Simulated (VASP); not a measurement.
Write the native input for VASP 6.6.1 that does the following.

```
Task                   : single point
Functional             : LDA
Potentials or basis    : VASP PAW LDA potentials, release 64 (Cu)
Cutoff                 : 600 eV
k mesh                 : 1 × 4 × 1
Occupations            : fermi-dirac, width 0.1 eV
Spin                   : no spin polarisation
Dipole correction      : no
Further INCAR settings : ALGO = Normal; EDIFF = 1e-06; NBANDS = 12
```

The structure of Cu lies in POSCAR:

```
Cu
1.0
   11.5702540000      0.0000000000      0.0000000000
    0.0000000000      2.2382120000      0.0000000000
   -4.5956240000      0.0000000000     21.7433880000
Cu
1
Direct
    0.5000000000      0.5000000000      0.5000000000
```

These files were run (other wordings do the same):

INCAR

```
SYSTEM = Cu
  PREC = Accurate
  ENCUT = 600
  EDIFF = 1E-6
  ISMEAR = -1
  SIGMA = 0.1
  LREAL = .False.
  LASPH = .True.
  NELM = 120
  ALGO = Normal
  ISIF = 2
  LWAVE = .False.
  LCHARG = .True.
  GGA = CA
  LELF = .True.
  LVHAR = .True.
  NBANDS = 12
  GGA_COMPAT = .False.
```

KPOINTS

```
Automatic mesh
0
Gamma
  1 4 1
  0 0 0
```

Potentials or basis: VASP PAW LDA potentials, release 64 (Cu).

Run with:

```bash
$ cat potpaw_LDA.64/Cu/POTCAR > POTCAR
$ mpirun -np 1 vasp_std > vasp.out
```

It gave:

The pressure is 0.0 GPa.

Caveat: the k points lie up to 0.70 Å⁻¹ apart.

It took 49 s on 1 thread of Intel(R) Xeon(R) Platinum 8488C (Sapphire Rapids), with other jobs on the host, peak memory 0.43 GiB.
